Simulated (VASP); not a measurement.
# VH2 (Fm-3m) in VASP: relaxation of cell and atoms with LDA

Aim: the relaxation of cell and atoms of VH2 with LDA.

All numbers are computed with VASP 6.6.1; they aren't measurements. Logs are shortened: lines on timing, memory, paths and dates and some standing lists are left out, and cuts for length are marked.

## (1) The cell of the first run

The structure is cubic, space group Fm-3m (No. 225). Conventional cell: a = 4.133 Å, b = 4.133 Å, c = 4.133 Å, α = 90.00°, β = 90.00°, γ = 90.00°. Within 2.4 Å of V (site symmetry m-3m) lie 8 H at 1.79 Å. H (site symmetry -43m) has 4 V at 1.79 Å and 6 H at 2.07 Å within 2.4 Å.

## (2) Relaxation of cell and atoms, LDA

Contents of INCAR:

```
ALGO = Normal
EDIFF = 1E-7
EDIFFG = -0.001
ENCUT = 600
GGA = CA
IBRION = 2
ISIF = 3
ISMEAR = -1
LASPH = T
LCHARG = F
LREAL = F
LWAVE = F
NELM = 100
NSW = 80
PREC = Accurate
SIGMA = 0.15
```

Contents of KPOINTS:

```
k-points
0
Gamma
  18 18 18
```

Contents of POSCAR:

```
VH2
1.0
    0.0000000000      2.0666398984      2.0666398984
    2.0666398984      0.0000000000      2.0666398984
    2.0666398984      2.0666398984      0.0000000000
V H
1 2
Direct
    0.0000000000      0.0000000000      0.0000000000
    0.2500000000      0.2500000000      0.2500000000
    0.7500000000      0.7500000000      0.7500000000
```

Potentials or basis: VASP PAW LDA potentials, release 64 (V_sv, H).

On the command line:

```bash
cat potpaw_LDA.64/V_sv/POTCAR potpaw_LDA.64/H/POTCAR > POTCAR
mpirun -np 1 vasp_std > vasp.out
```

OUTCAR:

```text
EDIFF = 1E-7
   EDIFFG = -0.001
   ENCUT = 600
   GGA = CA
   IBRION = 2
   ISIF = 3
   ISMEAR = -1
   LASPH = T
   LREAL = F
   NELM = 100
   NSW = 80
   PREC = Accurate

 ion  position               nearest neighbor table
   1  0.000  0.000  0.000-   3 1.79   3 1.79   3 1.79   2 1.79   3 1.79   2 1.79   2 1.79   2 1.79

   2  0.250  0.250  0.250-   1 1.79   1 1.79   1 1.79   1 1.79
   3  0.750  0.750  0.750-   1 1.79   1 1.79   1 1.79   1 1.79

  LATTYP: Found a face centered cubic cell.
 ALAT       =     4.1332797968

  Lattice vectors:

 A1 = (   0.0000000000,   2.0666398984,   2.0666398984)
 A2 = (   2.0666398984,   0.0000000000,   2.0666398984)
 A3 = (   2.0666398984,   2.0666398984,   0.0000000000)

Analysis of symmetry for initial positions (statically):
=====================================================================
 Subroutine PRICEL returns:
 Original cell was already a primitive cell.

 Routine SETGRP: Setting up the symmetry group for a
 face centered cubic supercell.

 Subroutine GETGRP returns: Found 48 space group operations
 (whereof 48 operations were pure point group operations)
 out of a pool of 48 trial point group operations.

The static configuration has the point symmetry O_h .

Analysis of symmetry for dynamics (positions and initial velocities):
=====================================================================
 Subroutine PRICEL returns:
 Original cell was already a primitive cell.

 Routine SETGRP: Setting up the symmetry group for a
 face centered cubic supercell.

 Subroutine GETGRP returns: Found 48 space group operations
 (whereof 48 operations were pure point group operations)
 out of a pool of 48 trial point group operations.

The dynamic configuration has the point symmetry O_h .

 Subroutine INISYM returns: Found 48 space group operations
 (whereof 48 operations are pure point group operations),
 and found     1 'primitive' translations

----------------------------------------------------------------------------------------

                                     Primitive cell

  volume of cell :      17.6532

  direct lattice vectors                    reciprocal lattice vectors
     0.000000000  2.066639898  2.066639898    -0.241938618  0.241938618  0.241938618
     2.066639898  0.000000000  2.066639898     0.241938618 -0.241938618  0.241938618
     2.066639898  2.066639898  0.000000000     0.241938618  0.241938618 -0.241938618

  length of vectors
     2.922670173  2.922670173  2.922670173     0.419049978  0.419049978  0.419049978

  position of ions in fractional coordinates (direct lattice)
     0.000000000  0.000000000  0.000000000
     0.250000000  0.250000000  0.250000000
     0.750000000  0.750000000  0.750000000

  ion indices of the primitive-cell ions
   primitive index   ion index
                 1           1
                 2           2
                 3           3

----------------------------------------------------------------------------------------

 KPOINTS: k-points

Automatic generation of k-mesh.
 Grid dimensions read from file:
 generate k-points for:   18   18   18

 Generating k-lattice:

  Cartesian coordinates                     Fractional coordinates (reciprocal lattice)
    -0.013441034  0.013441034  0.013441034     0.055555556  0.000000000  0.000000000
     0.013441034 -0.013441034  0.013441034     0.000000000  0.055555556  0.000000000
     0.013441034  0.013441034 -0.013441034     0.000000000  0.000000000  0.055555556

  Length of vectors
     0.023280554  0.023280554  0.023280554

  Shift w.r.t. Gamma in fractional coordinates (k-lattice)
     0.000000000  0.000000000  0.000000000

 Subroutine IBZKPT returns following result:
 ===========================================

 Found    195 irreducible k-points:

 Following reciprocal coordinates:
            Coordinates               Weight
  0.000000  0.000000  0.000000      1.000000
  0.055556  0.000000  0.000000      8.000000
  0.111111  0.000000  0.000000      8.000000
  0.166667  0.000000  0.000000      8.000000
  0.222222  0.000000  0.000000      8.000000
  0.277778  0.000000  0.000000      8.000000
[... 16 lines left out ...]
 -0.277778  0.055556  0.000000     24.000000
 -0.222222  0.055556  0.000000     24.000000
 [... further k-points ...]
   k-points           NKPTS =    195   k-points in BZ     NKDIM =    195   number of bands    NBANDS=     11
   number of dos      NEDOS =    301   number of ions     NIONS =      3
   total plane-waves  NPLWV =  13824
   dimension x,y,z NGX =    24 NGY =   24 NGZ =   24
   dimension x,y,z NGXF=    48 NGYF=   48 NGZF=   48
   ions per type =               1   2
   NGX,Y,Z   is equivalent  to a cutoff of  13.65, 13.65, 13.65 a.u.
   NGXF,Y,Z  is equivalent  to a cutoff of  27.30, 27.30, 27.30 a.u.
 SYSTEM =  unknown system
   PREC   = accura    normal or accurate (medium, high low for compatibility)
   ISTART =      0    job   : 0-new  1-cont  2-samecut
   ICHARG =      2    charge: 1-file 2-atom 10-const
   ISPIN  =      1    spin polarized calculation?
   LNONCOLLINEAR =      F non collinear calculations
   LSORBIT =      F    spin-orbit coupling
   LASPH  =      T    aspherical Exc in radial PAW
   ENCUT  =  600.0 eV  44.10 Ry    6.64 a.u.   5.84  5.84  5.84*2*pi/ulx,y,z
   NELM   =    100;   NELMIN=  2; NELMDL= -5     # of ELM steps
   EDIFF  = 0.1E-06   stopping-criterion for ELM
   LREAL  =      F    real-space projection
   EDIFFG = -.1E-02   stopping-criterion for IOM
   NSW    =     80    number of steps for IOM
   IBRION =      2    ionic relax: 0-MD 1-quasi-New 2-CG
   NFREE  =      1    steps in history (QN), initial steepest desc. (CG)
   ISIF   =      3    stress and relaxation
   ISYM   =      2    0-nonsym 1-usesym 2-fastsym
   POTIM  = 0.5000    time-step for ionic-motion
   TEBEG  =    0.0;   TEEND  =   0.0 temperature during run
   PSTRESS=    0.0 pullay stress
   NELECT =      15.0000    total number of electrons
   NUPDOWN=      -1.0000    fix difference up-down
   EMIN   =  10.00;   EMAX   =-10.00  energy-range for DOS
   EFERMI =   0.00;   METHOD = LEGACY
   ISMEAR =    -1;   SIGMA  =   0.15  broadening in eV -4-tet -1-fermi 0-gaus
   EFERMI_NEDOS =   21; number of points for ismear=-14 and -15
   IALGO  =     38    algorithm
   IMIX   =      4    mixing-type and parameters
     AMIX     =   0.40;   BMIX     =  1.00
     AMIX_MAG =   1.60;   BMIX_MAG =  1.00
  volume/ion in A,a.u.               =       5.88        39.71
  Fermi-wavevector in a.u.,A,eV,Ry     =   1.550590  2.930191 32.712906  2.404331
  Thomas-Fermi vector in A             =   2.655232
   LORBIT       =      0    0 simple, 1 ext, 2 COOP (PROOUT), +10 PAW based schemes
   GGA     = CA    functional components
   LHFCALC =     F    Hartree Fock is set to
   AEXX    =    0.0000 exact exchange contribution
   IVDW    =     0    specifies the selected vdW correction
   LEPSILON=     F    determine dielectric tensor
   LRPA    =     F    only Hartree local field effects (RPA)
 conjugate gradient relaxation of ions
 non-spin polarized calculation
  energy-cutoff  :      600.00
  volume of cell :       17.65
 maximum number of plane-waves:       609
   NGX = 11   NGY = 11   NGZ = 11

--------------------------------------- Ionic step        1  -------------------------------------------

 number of electron      15.0000003 magnetization

 Free energy of the ion-electron system (eV)
  ---------------------------------------------------
  ext. energy  EPLUGINS =         0.00000000
  ---------------------------------------------------
  free energy    TOTEN  =       -17.93543739 eV

  energy without entropy =      -17.83151800  energy(sigma->0) =      -17.88347769

------------------------ aborting loop because EDIFF is reached ----------------------------------------

  FORCE on cell =-STRESS in cart. coord.  units (eV):
  Direction    XX          YY          ZZ          XY          YZ          ZX
  --------------------------------------------------------------------------------------
  -------------------------------------------------------------------------------------
  Total        0.1224642      0.1224642      0.1224642      0.0000000      0.0000000      0.0000000
  in kB       11.1146376     11.1146376     11.1146376      0.0000000      0.0000000      0.0000000
  external PRESSURE =      11.1146376 kB  Pullay stress =       0.0000000 kB
[... 59 lines left out ...]
  energy  without entropy=      -17.8309534076  energy(sigma->0) =      -17.88336573

--------------------------------------- Ionic step        3  -------------------------------------------

 number of electron      15.0000002 magnetization

 Free energy of the ion-electron system (eV)
  ---------------------------------------------------
  ext. energy  EPLUGINS =         0.00000000
  ---------------------------------------------------
  free energy    TOTEN  =       -17.93577920 eV

  energy without entropy =      -17.83100616  energy(sigma->0) =      -17.88339268

 E-fermi :   8.8471     XC(G=0): -12.8922

 val. band max:        8.8383035728   @ k =   0.2778   0.2222   0.0000
 cond. band min:       8.8584259054   @ k =  -0.2778   0.2222   0.0000
 fundamental gap:      0.0201223326
 Fermi energy:         8.8471376415

 k-point     1 :       0.0000    0.0000    0.0000
  band No.  band energies     occupation
      1     -54.8409      2.00000
      2     -28.9087      2.00000
      3     -28.9087      2.00000
      4     -28.9087      2.00000
      5      -2.8870      2.00000
      6       7.8106      1.99801
      7       7.8106      1.99801
      8       7.8106      1.99801
      9       9.7167      0.00606
     10       9.7167      0.00606
     11      10.3496      0.00009
[... 309 lines left out ...]
 k-point    24 :      -0.2222    0.0556    0.0000
  band No.  band energies     occupation
      1     -54.8038      2.00000
      2     -29.1369      2.00000
      3     -28.9516      2.00000
      4     -28.9325      2.00000
      5      -1.3138      2.00000
      6       4.6623      2.00000
      7       8.1259      1.98381
      8       8.2240      1.96908
      9       9.4745      0.03007
     10       9.8844      0.00198
     11      14.0465      0.00000

 [... further k-points ...]
[... 5 lines left out ...]
  --------------------------------------------------------------------------------------
  -------------------------------------------------------------------------------------
  Total       -0.0007093     -0.0007093     -0.0007093     -0.0000000      0.0000000      0.0000000
  in kB       -0.0640137     -0.0640137     -0.0640137     -0.0000000      0.0000000      0.0000000
  external PRESSURE =      -0.0640137 kB  Pullay stress =       0.0000000 kB
[... 18 lines left out ...]
  FREE ENERGIE OF THE ION-ELECTRON SYSTEM (eV)
  ---------------------------------------------------
  free  energy   TOTEN  =       -17.9357791961 eV

  energy  without entropy=      -17.8310061578  energy(sigma->0) =      -17.88339268

 reached required accuracy - stopping structural energy minimisation
```

It took 25 s on 1 thread of Intel Xeon 6975P-C (Granite Rapids), shared host; peak memory 0.17 GiB.

Results:

- Free energy: -17.9358 eV
- Relaxed volume: 5.92 Å³/atom
- Relaxed cell: a = 2.928 Å, b = 2.928 Å, c = 2.928 Å, α = 60.00°, β = 60.00°, γ = 60.00°
- Space group after relaxing (to 0.05 Å): Fm-3m (No. 225)
- Energy gained by relaxing: 0.1 meV/atom
- Ionic steps: 3
- Pressure after relaxing: 0.0 GPa

Step by step:
```tsv
step	energy change (eV)	largest force (eV/Å)	pressure (GPa)	volume (Å³)
1	0.0000	0.0000	1.11	17.65
2	-0.0003	0.0000	-0.07	17.76
3	-0.0003	0.0000	-0.01	17.75
```

Final structure:
```
V H
1.0
     0.00000    2.07048    2.07048
     2.07048    0.00000    2.07048
     2.07048    2.07048    0.00000
V H
1 2
Direct
  0.00000 0.00000 0.00000
  0.25000 0.25000 0.25000
  0.75000 0.75000 0.75000
```
